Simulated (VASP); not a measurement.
Wanted: the native input for a VASP 6.6.1 run.

```
Task                   : single point
Functional             : PBE
Potentials or basis    : VASP PAW PBE potentials, release 64 (Si, Ge_d)
Cutoff                 : 520 eV
k mesh                 : 6 × 6 × 2
Occupations            : gaussian, width 0.1 eV
Spin                   : no spin polarisation
Dipole correction      : no
Further INCAR settings : ALGO = Normal; EDIFF = 1e-07; NBANDS = 46
```

The structure of SiGe5 lies in POSCAR:

```
SiGe5
1.0
    2.9741705000      0.0000000000      0.0000000000
   -1.4870852500      2.5757072100      0.0000000000
    0.0000000000      0.0000000000     14.5704002900
Si Ge
1 5
Direct
    0.0000000000      0.0000000000      0.5000000000
    0.3333333300      0.6666666700      0.8333333300
    0.6666666700      0.3333333300      0.6666666700
    0.3333333300      0.6666666700      0.3333333300
    0.6666666700      0.3333333300      0.1666666700
    0.0000000000      0.0000000000      0.0000000000
```

One way to write it, as run:

INCAR

```
SYSTEM = SiGe5
ALGO = Normal ; EDIFF = 1E-7
ENCUT = 520 ; GGA = PE
ISIF = 2 ; ISMEAR = 0
LASPH = .True. ; LCHARG = .False.
LREAL = .False. ; LWAVE = .False.
NBANDS = 46 ; NELM = 100
PREC = Accurate ; SIGMA = 0.1
```

KPOINTS

```
k-points
0
Gamma
  6 6 2
  0 0 0
```

Potentials or basis: VASP PAW PBE potentials, release 64 (Si, Ge_d).

Run with:

```sh
$ cat potpaw_PBE.64/Si/POTCAR potpaw_PBE.64/Ge_d/POTCAR > POTCAR
$ mpirun -np 1 vasp_std > vasp.out
```

Results of the run:

* Pressure: 2.1 GPa
* Largest force: 0.348 eV/Å
* Band gap on the k mesh: zero (band 37 reaches 13.85 eV, above the bottom of band 38 at 4.59 eV)

Caveat: the k points lie up to 0.41 Å⁻¹ apart.

It took 51 s on 1 thread of AMD EPYC 9R45 (Zen 5), on a shared host, peak memory 0.21 GiB.
